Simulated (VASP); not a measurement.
# Tc12B (a cell with a defect) in VASP: single point with PBE

Aim: the single point of Tc12B (a cell with a defect) with PBE.

Everything below comes from runs of VASP 6.6.1. Logs are shortened: lines on timing, memory, paths and dates and some standing lists are left out, and cuts for length are marked.

## 1. The cell of the first run

The cell holds a defect, 13 atoms: a = 5.480 Å, b = 8.220 Å, c = 4.395 Å, α = 90.00°, β = 90.00°, γ = 120.00°.

## 2. Single point, PBE

INCAR reads:

```
  PREC = Accurate
  ENCUT = 520
  EDIFF = 1E-7
  ISMEAR = -1
  SIGMA = 0.1
  LREAL = F
  LASPH = T
  NELM = 60
  ALGO = Normal
  ISIF = 2
  LWAVE = F
  LCHARG = T
  GGA = PE
  LELF = T
  LVHAR = T
  NBANDS = 92
```

KPOINTS reads:

```
Automatic mesh
0
Gamma
  2 2 2
```

POSCAR reads:

```
Tc12B
1.0
    5.4800000000      0.0000000000      0.0000000000
   -4.1100000000      7.1187290000      0.0000000000
    0.0000000000      0.0000000000      4.3949600000
Tc B
12 1
Direct
   -0.0011276252     -0.0010895873     -0.0082148745
    0.1745570009      0.2278706928      0.4897710449
   -0.0015183255      0.3276793755     -0.0035680164
    0.1594956345      0.5435381798      0.4794961925
   -0.0195584660      0.6558107767      0.0222156117
    0.1628196670      0.8988355114      0.4756616059
    0.5075799918      0.0109047333      0.0215705678
    0.6685989488      0.2269341529      0.5047170885
    0.4922729544      0.3266246192      0.0110664973
    0.6679421561      0.5555447199      0.5088254655
    0.5038883239      0.6555237050      0.0249782837
    0.6864743581      0.8984639679      0.4786915876
    0.3334862811      0.7775533530      0.7502228456
```

Potentials or basis: VASP PAW PBE potentials, release 64 (Tc_pv, B).

Started as:

```console
$ cat potpaw_PBE.64/Tc_pv/POTCAR potpaw_PBE.64/B/POTCAR > POTCAR
$ mpirun -np 1 vasp_std > vasp.out
```

OUTCAR:

```text
PREC = Accurate
   ENCUT = 520
   EDIFF = 1E-7
   ISMEAR = -1
   LREAL = F
   LASPH = T
   NELM = 60
   ISIF = 2
   GGA = PE

 ion  position               nearest neighbor table
   1  0.999  0.999  0.992-   6 2.60  12 2.60  12 2.70   9 2.70   3 2.70   6 2.71   2 2.73   7 2.74
                             2 2.74   7 2.75  11 2.77   5 2.77
   2  0.175  0.228  0.490-   9 2.59   4 2.64   3 2.66   6 2.67  12 2.69  10 2.70   3 2.71   8 2.71
                             1 2.73   1 2.74   9 2.74   8 2.77
   3  0.998  0.328  0.996-   4 2.62   7 2.65   2 2.66   8 2.67   1 2.70   9 2.71   2 2.71   8 2.73
                            11 2.74   4 2.74   5 2.75   9 2.77
   4  0.159  0.544  0.479-  13 2.05  11 2.58   5 2.60   3 2.62   2 2.64   8 2.65  10 2.74   3 2.74
                            10 2.75   5 2.90  11 2.90  12 2.90   6 2.91
   5  0.980  0.656  0.022-  13 2.06   4 2.60  10 2.60  11 2.61   6 2.64   9 2.69  10 2.70   3 2.75
                             1 2.77  11 2.87   4 2.90   7 2.90   6 2.96
   6  0.163  0.899  0.476-  13 2.06   7 2.58   1 2.60  12 2.61   5 2.64   2 2.67   1 2.71   8 2.74
                            10 2.77  12 2.87   7 2.90   4 2.91   5 2.96
   7  0.508  0.011  0.022-  13 2.04   6 2.58  12 2.60   8 2.62   9 2.64   3 2.65   1 2.74   8 2.74
                             1 2.75  12 2.90   5 2.90   6 2.90  11 2.91
   8  0.669  0.227  0.505-   7 2.62   4 2.65   9 2.67   3 2.67  10 2.70   9 2.71   2 2.71   3 2.73
                             6 2.74   7 2.74  12 2.75   2 2.77
   9  0.492  0.327  0.011-   2 2.59   7 2.64   8 2.67  11 2.67   5 2.69   1 2.70   8 2.71   3 2.71
                            10 2.73   2 2.74  10 2.74   3 2.77
  10  0.668  0.556  0.509-  11 2.60   5 2.60   2 2.70   5 2.70   8 2.70  11 2.71   9 2.73   4 2.74
                             9 2.74   4 2.75   6 2.77  12 2.77
  11  0.504  0.656  0.025-  13 2.07   4 2.58  10 2.60   5 2.61  12 2.64   9 2.67  10 2.71   3 2.74
                             1 2.77   5 2.87   4 2.90   7 2.91  12 2.96
  12  0.686  0.898  0.479-  13 2.06   7 2.60   1 2.60   6 2.61  11 2.64   2 2.69   1 2.70   8 2.75
                            10 2.77   6 2.87   7 2.90   4 2.90  11 2.96
  13  0.333  0.778  0.750-   7 2.04   4 2.05  12 2.06   5 2.06   6 2.06  11 2.07

  LATTYP: Found a simple monoclinic cell.
 ALAT       =     5.4800000000
 B/A-ratio  =     0.8020000000
 C/A-ratio  =     1.3228756879
 COS(beta)  =    -0.1889822319

  Lattice vectors:

 A1 = (   5.4800000000,   0.0000000000,   0.0000000000)
 A2 = (   0.0000000000,   0.0000000000,   4.3949600000)
 A3 = (  -1.3700000000,  -7.1187290000,   0.0000000000)

Analysis of symmetry for initial positions (statically):
=====================================================================
 Subroutine PRICEL returns:
 Original cell was already a primitive cell.

 Routine SETGRP: Setting up the symmetry group for a
 simple monoclinic supercell.
[... 143 lines left out ...]
     AMIX     =   0.40;   BMIX     =  1.00
     AMIX_MAG =   1.60;   BMIX_MAG =  1.00
  volume/ion in A,a.u.               =      13.19        89.00
  Fermi-wavevector in a.u.,A,eV,Ry     =   1.596472  3.016894 34.677466  2.548722
  Thomas-Fermi vector in A             =   2.694229
   LORBIT       =      0    0 simple, 1 ext, 2 COOP (PROOUT), +10 PAW based schemes
   GGA     = PE    functional components
   LHFCALC =     F    Hartree Fock is set to
   AEXX    =    0.0000 exact exchange contribution
   IVDW    =     0    specifies the selected vdW correction
   LEPSILON=     F    determine dielectric tensor
   LRPA    =     F    only Hartree local field effects (RPA)
 non-spin polarized calculation
  energy-cutoff  :      520.00
  volume of cell :      171.45
 maximum number of plane-waves:      4640
 NGX is ok and might be reduce to    42
   NGX = 21   NGY = 31   NGZ = 17

 number of electron     159.0000000 magnetization

 Free energy of the ion-electron system (eV)
  ---------------------------------------------------
  ext. energy  EPLUGINS =         0.00000000
  ---------------------------------------------------
  free energy    TOTEN  =      -131.08235034 eV

  energy without entropy =     -130.63731819  energy(sigma->0) =     -130.85983426

 E-fermi :  13.0221     XC(G=0): -13.9571

 val. band max:       13.0117937743   @ k =   0.0000   0.5000   0.5000
 cond. band min:      13.0254626064   @ k =   0.0000   0.5000   0.5000
 fundamental gap:      0.0136688321
 Fermi energy:        13.0221130230

 k-point     1 :       0.0000    0.0000    0.0000
  band No.  band energies     occupation
      1     -26.4133      2.00000
      2     -26.3090      2.00000
      3     -26.1873      2.00000
      4     -26.1461      2.00000
      5     -26.1285      2.00000
      6     -26.0947      2.00000
[... 741 lines left out ...]
     90      15.5817      0.00000
     91      15.7261      0.00000
 [bands above 91 left out]

------------------------ aborting loop because EDIFF is reached ----------------------------------------

  FORCE on cell =-STRESS in cart. coord.  units (eV):
  Direction    XX          YY          ZZ          XY          YZ          ZX
  --------------------------------------------------------------------------------------
  -------------------------------------------------------------------------------------
  Total       23.3248383     16.2540175     16.7205299      1.0617633      0.0804218     -0.0862579
  in kB      217.9672669    151.8914615    156.2509528      9.9220259      0.7515303     -0.8060674
  external PRESSURE =     175.3698937 kB  Pullay stress =       0.0000000 kB

 VOLUME and BASIS-vectors are now :
 -----------------------------------------------------------------------------
  energy-cutoff  :      520.00
  volume of cell :      171.45
      direct lattice vectors                 reciprocal lattice vectors
     5.480000000  0.000000000  0.000000000     0.182481752  0.105355886  0.000000000
    -4.110000000  7.118729000  0.000000000     0.000000000  0.140474514  0.000000000
     0.000000000  0.000000000  4.394960000     0.000000000  0.000000000  0.227533356

 POSITION                                       TOTAL-FORCE (eV/Angst)
 -----------------------------------------------------------------------------------
      1.36830      7.11097      4.35886        -0.000674      0.000582      0.028388
      0.02002      1.62215      2.15252        -0.004464     -0.000120     -0.048644
      4.12492      2.33266      4.37928        -0.023592     -0.010613      0.042529
     -1.35991      3.86930      2.10737        -0.005943     -0.016960     -0.052893
      2.67744      4.66854      0.09764        -0.012256      0.020394      0.030120
     -2.80196      6.39857      2.09051        -0.004957     -0.009702     -0.008107
      2.73672      0.07763      0.09480        -0.006183      0.035768      0.053909
      2.73122      1.61548      2.21821         0.016610     -0.000910     -0.045247
      1.35523      2.32515      0.04864         0.015297     -0.008090      0.050581
      1.37703      3.95477      2.23627         0.008413     -0.001956     -0.022726
      0.06711      4.66650      0.10978        -0.004632      0.028113     -0.002521
      0.06919      6.39592      2.10383         0.009853     -0.001552     -0.043843
     -1.36824      5.53519      3.29720         0.012528     -0.034956      0.018454
 -----------------------------------------------------------------------------------
    total drift:                               -0.000031     -0.000032     -0.000126

  FREE ENERGIE OF THE ION-ELECTRON SYSTEM (eV)
  ---------------------------------------------------
  free  energy   TOTEN  =      -131.0823503430 eV

  energy  without entropy=     -130.6373181865  energy(sigma->0) =     -130.85983426
```

OSZICAR:

```text
N       E                     dE             d eps       ncg     rms          rms(c)
DAV:   1     0.249006163504E+04    0.24901E+04   -0.93860E+04  1528   0.182E+03
DAV:   2     0.116943043986E+02   -0.24784E+04   -0.24230E+04  1512   0.572E+02
DAV:   3    -0.136725836250E+03   -0.14842E+03   -0.14265E+03  2016   0.140E+02
DAV:   4    -0.142172269735E+03   -0.54464E+01   -0.52532E+01  1800   0.243E+01
[... 11 lines left out ...]
DAV:  16    -0.131082354026E+03    0.83414E-05   -0.53912E-05  1936   0.464E-02    0.151E-02
DAV:  17    -0.131082352751E+03    0.12756E-05   -0.10960E-05  1928   0.201E-02    0.702E-03
DAV:  18    -0.131082351748E+03    0.10029E-05   -0.20980E-06  1928   0.895E-03    0.486E-03
DAV:  19    -0.131082350405E+03    0.13427E-05   -0.74640E-07  1568   0.532E-03    0.184E-03
DAV:  20    -0.131082350343E+03    0.62191E-07   -0.20853E-07  1032   0.305E-03
   1 F= -.13108235E+03 E0= -.13085983E+03  d E =-.445032E+00
```

stdout:

```text
POSCAR found type information on POSCAR TcB
 POSCAR found :  2 types and      13 ions
 scaLAPACK will be used
 LDA part: xc-table for (Slater+PW92), standard interpolation
 POSCAR, INCAR and KPOINTS ok, starting setup
 FFT: planning ... GRIDC
 FFT: planning ... GRID_SOFT
 FFT: planning ... GRID
 WAVECAR not read
 entering main loop
```

It took 4.4 min on 1 thread of AMD EPYC 7R43 (Zen 3), shared host; peak memory 0.3 GiB.

Results:

- Free energy: -131.0824 eV
- Pressure: 17.5 GPa
- Largest force: 0.065 eV/Å

Forces in eV/Å, atoms in the order of the input:
```
Tc  -0.001  0.001  0.028
Tc  -0.004  0.000 -0.049
Tc  -0.024 -0.011  0.043
Tc  -0.006 -0.017 -0.053
Tc  -0.012  0.020  0.030
Tc  -0.005 -0.010 -0.008
Tc  -0.006  0.036  0.054
Tc   0.017 -0.001 -0.045
Tc   0.015 -0.008  0.051
Tc   0.008 -0.002 -0.023
Tc  -0.005  0.028 -0.003
Tc   0.010 -0.002 -0.044
B    0.013 -0.035  0.018
```

Levels at points of the mesh, in eV from the Fermi level:
```csv
k point,band 76,band 77,band 78,band 79,band 80,band 81,band 82,band 83,band 84,band 85
"(0.00, 0.00, 0.00)",-0.64,-0.59,-0.45,-0.23,0.11,1.18,1.30,1.37,1.51,1.58
"(0.50, 0.00, 0.00)",-0.64,-0.37,-0.34,0.11,0.18,0.42,0.47,0.48,0.82,0.86
"(0.00, 0.50, 0.00)",-0.61,-0.60,-0.46,-0.45,-0.39,-0.18,0.01,0.19,0.22,1.70
"(0.50, 0.50, 0.00)",-0.71,-0.47,-0.45,-0.16,-0.15,-0.04,0.01,0.54,0.82,0.90
"(0.00, 0.00, 0.50)",-0.16,-0.10,0.03,0.19,0.21,0.40,0.51,1.21,1.28,1.59
"(0.50, 0.00, 0.50)",-0.64,-0.44,-0.41,-0.21,-0.03,-0.02,0.17,0.21,0.39,1.57
"(0.00, 0.50, 0.50)",-0.08,-0.01,0.00,0.43,0.50,0.87,0.88,1.35,1.42,1.48
"(0.50, 0.50, 0.50)",-0.77,-0.63,-0.54,-0.39,-0.33,-0.22,-0.13,-0.02,0.18,1.60
```

Caveat: the k points lie up to 0.71 Å⁻¹ apart.
